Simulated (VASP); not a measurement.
## SiO2: single point with PBE

SiO2:

```
Si O
1.0
    -1.63419    1.86955    2.81237
     1.63419   -1.86955    2.81237
     1.63419    1.86955   -2.81237
Si O
1 2
Direct
  0.00000 0.50000 0.50000
  0.50000 0.00000 0.50000
  0.00000 0.00000 0.00000
```

```
Program                : VASP 6.6.1
Task                   : single point
Functional             : PBE
Potentials or basis    : VASP PAW PBE potentials, release 64 (Si, O)
Cutoff                 : 520 eV
k mesh                 : 8 × 8 × 8
Occupations            : gaussian, width 0.1 eV
Spin                   : collinear spin, ferromagnetic start
Starting moments       : [0.0, 1.0, 1.0] μB
Dipole correction      : no
Further INCAR settings : ALGO = Normal; EDIFF = 1e-06; NBANDS = 19
```

```yaml
Pressure: 23.1 GPa
Band_gap_on_the_k_mesh: zero (filled and empty bands overlap)
Net_moment: 0.00 μB per cell
Valence_electrons_inside_the_program's_atomic_spheres: Si 1.48; O 4.81, 5.15
```

Stress tensor (GPa, compression positive):
```
40.41  0.00  0.00
 0.00 38.29  0.00
 0.00  0.00 -9.43
```

Levels at points of the mesh, in eV from the Fermi level:
Spin up:
```csv
k point,band 6,band 7,band 8,band 9,band 10,band 11
"(0.00, 0.00, 0.00)",-4.15,-2.86,-2.51,1.90,4.86,5.03
"(0.50, 0.00, 0.00)",-4.83,-3.26,-2.76,-0.97,1.62,3.76
"(0.00, 0.50, 0.00)",-3.93,-2.50,-0.06,1.43,1.92,2.01
"(0.50, 0.50, 0.00)",-4.57,-3.95,-2.51,0.83,2.12,3.74
"(0.50, 0.50, 0.50)",-2.82,-2.52,-2.12,1.93,3.65,4.10
```
Spin down:
| k point | band 6 | band 7 | band 8 | band 9 | band 10 | band 11 |
| --- | --- | --- | --- | --- | --- | --- |
| (0.00, 0.00, 0.00) | -4.15 | -2.86 | -2.51 | 1.90 | 4.86 | 5.03 |
| (0.50, 0.00, 0.00) | -4.83 | -3.26 | -2.76 | -0.97 | 1.62 | 3.76 |
| (0.00, 0.50, 0.00) | -3.93 | -2.50 | -0.06 | 1.43 | 1.92 | 2.01 |
| (0.50, 0.50, 0.00) | -4.57 | -3.95 | -2.51 | 0.83 | 2.12 | 3.74 |
| (0.50, 0.50, 0.50) | -2.82 | -2.52 | -2.12 | 1.93 | 3.65 | 4.10 |

Run time: 59 s on 1 thread of Intel(R) Xeon(R) 6975P-C (Granite Rapids), on a shared host, peak memory 0.21 GiB.
